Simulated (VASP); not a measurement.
Te:

```xyz
3
Lattice="4.3938 0.0000 0.0000 -2.1969 3.8051 0.0000 0.0000 0.0000 5.8439" Properties=species:S:1:pos:R:3 pbc="T T T"
Te    1.6059    2.7816    0.0000
Te   -0.5910    1.0236    3.8960
Te    1.1819    0.0000    1.9480
```

Base run:

```yaml
Program: VASP 6.6.1
Functional: RPBE
Dispersion: D4
Potentials_or_basis: VASP PAW PBE potentials, release 64 (Te)
Cutoff: 520 eV
k_mesh: 7 × 7 × 5
Occupations: fermi-dirac, width 0.05 eV
Spin: no spin polarisation
```

Its results: band gap on the k mesh 0.65 eV (least direct gap 0.83 eV); pressure 0.1 GPa; largest force 0.434 eV/Å.

Problem. The run is repeated on the same cell with these changes: functional from RPBE to PBEsol; dispersion from D4 to none. What comes out?

Solution. Band gap on the k mesh 0.57 eV (least direct gap 0.79 eV); pressure 1.3 GPa; largest force 0.355 eV/Å.

Several settings changed at once.

Caveats: semilocal functionals underestimate gaps, and a narrow one can read as zero; the PAW data sets were made with another functional, which shifts forces and pressure a little; spin-orbit coupling is left out, which moves the levels of the heavy elements.

A k mesh can miss the band edges.
